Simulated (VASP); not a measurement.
Write the native input for VASP 6.6.1 that does the following.

```yaml
Task: single point
Functional: PBEsol
Potentials_or_basis: VASP PAW PBE potentials, release 64 (C)
Cutoff: 520 eV
k_mesh: 15 × 15 × 1
Occupations: gaussian, width 0.1 eV
Spin: no spin polarisation
Dipole_correction: yes
Further_INCAR_settings: ALGO = Normal; EDIFF = 1e-06; NBANDS = 26
```

The structure of C lies in POSCAR:

```
C
1.0
    2.4589175860      0.0000000000      0.0000000000
   -1.2294587930      2.1294850953      0.0000000000
    0.0000000000      0.0000000000     33.6577226350
C
8
Direct
    0.6666666667      0.3333333333      0.2228314756
    0.3333333333      0.6666666667      0.2228418270
    0.6666666667      0.3333333333      0.4463358775
    0.3333333333      0.6666666667      0.4463462289
    0.3333333333      0.6666666667      0.5536537711
    0.0000000000      0.0000000000      0.5536641225
    0.0000000000      0.0000000000      0.7771685244
    0.3333333333      0.6666666667      0.7771581730
```

These files were run (other wordings do the same):

INCAR

```
SYSTEM = C
  PREC = Accurate
  ENCUT = 520
  EDIFF = 1E-6
  ISMEAR = 0
  SIGMA = 0.1
  LREAL = .False.
  LASPH = .True.
  NELM = 80
  ALGO = Normal
  ISIF = 2
  LWAVE = .False.
  LCHARG = .True.
  LDIPOL = .True.
  IDIPOL = 3
  DIPOL = 0.5 0.5 0.500
  GGA = PS
  LELF = .True.
  LVHAR = .True.
  LVACPOTAV = .True.
  NBANDS = 26
```

KPOINTS

```
regular mesh
0
Gamma
  15 15 1
  0 0 0
```

Potentials or basis: VASP PAW PBE potentials, release 64 (C).

Run with:

```bash
$ cat potpaw_PBE.64/C/POTCAR > POTCAR
$ mpirun -np 1 vasp_std > vasp.out
```

It gave:

```yaml
Largest_force: 0.006 eV/Å
Band_gap_on_the_k_mesh: zero (filled and empty bands touch)
```

Caveat: the PAW data sets were made with another functional, which shifts forces and pressure a little.

Wall time 70 s on 1 thread of AMD EPYC 9R45 (Zen 5), on a shared host, peak memory 0.26 GiB.
